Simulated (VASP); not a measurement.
Input of a VASP 6.6.1 run:

The input INCAR:

```
PREC = Accurate
ENCUT = 520
EDIFF = 1E-6
ISMEAR = 0
SIGMA = 0.02
LREAL = Auto
LASPH = T
NELM = 150
ALGO = Normal
ISIF = 2
LWAVE = F
LCHARG = F
ISPIN = 2
MAGMOM = 0 0 0 0 0 0 0 0 0 0 0 0.14 0 0.14 0.14 0.14 0.4
LORBIT = 11
GGA = PE
NBANDS = 82
```

The input KPOINTS:

```
regular mesh
0
Gamma
  2 2 2
```

POSCAR

```
Ba8HO8
1.0
    5.5739975432      0.0000000000     -5.5739975432
    0.0000000000      5.5739975432     -5.5739975432
    5.5739975432      5.5739975432      0.0000000000
Ba O H
8 8 1
Direct
    0.4997046515      0.0003063331     -0.0003170974
    0.4959006491      0.0011867605      0.5011521764
    0.4996852759      0.4996739734     -0.0003355760
    0.4996931697      0.4996813290      0.5003309525
    1.0012888339      0.0012690174     -0.0044055455
    1.0013194223      0.0012992471      0.5012686099
    1.0003043519      0.4996972063     -0.0003123432
    1.0012335773      0.4957984783      0.5011797150
    0.2502953202      0.2503028552      0.7503124046
    0.2503111975      0.2503183737      0.2484235038
    0.2503420551      0.7483272046      0.7503557308
    0.2590697231      0.7467505982      0.2467749563
    0.7482795727      0.2503627763      0.7503692758
    0.7467197407      0.2591274913      0.2467609627
    0.7466883449      0.7467048501      0.7592398395
    0.7466736337      0.7466908566      0.2467222114
    0.8751891192      0.8750181467      0.3746752638
```

Potentials or basis: VASP PAW PBE potentials, release 64 (Ba_sv, O, H).

The run is started by

```bash
$ cat potpaw_PBE.64/Ba_sv/POTCAR potpaw_PBE.64/O/POTCAR potpaw_PBE.64/H/POTCAR > POTCAR
$ mpirun -np 1 vasp_std > vasp.out
```

Question: What does it give for the net moment?

Answer: 1.00 μB per cell.

Question: Estimate the pressure.

Answer: 2.5 GPa.

Question: What does it give for the largest force?

Answer: 0.021 eV/Å.

Forces on the atoms (eV/Å):
```
Ba  -0.008  0.009 -0.009
Ba  -0.006  0.007  0.006
Ba  -0.007 -0.007  0.007
Ba   0.008  0.008  0.007
Ba  -0.006 -0.006 -0.007
Ba   0.007  0.007 -0.007
Ba   0.009 -0.008 -0.009
Ba   0.007 -0.006  0.006
O    0.002  0.002 -0.003
O   -0.005 -0.005 -0.005
O    0.006 -0.006  0.005
O   -0.012  0.012  0.012
O   -0.006  0.007  0.006
O    0.012 -0.012  0.012
O   -0.012 -0.012 -0.011
O    0.011  0.011 -0.012
H    0.000  0.000  0.001
```

Caveat: the k points lie up to 0.49 Å⁻¹ apart.
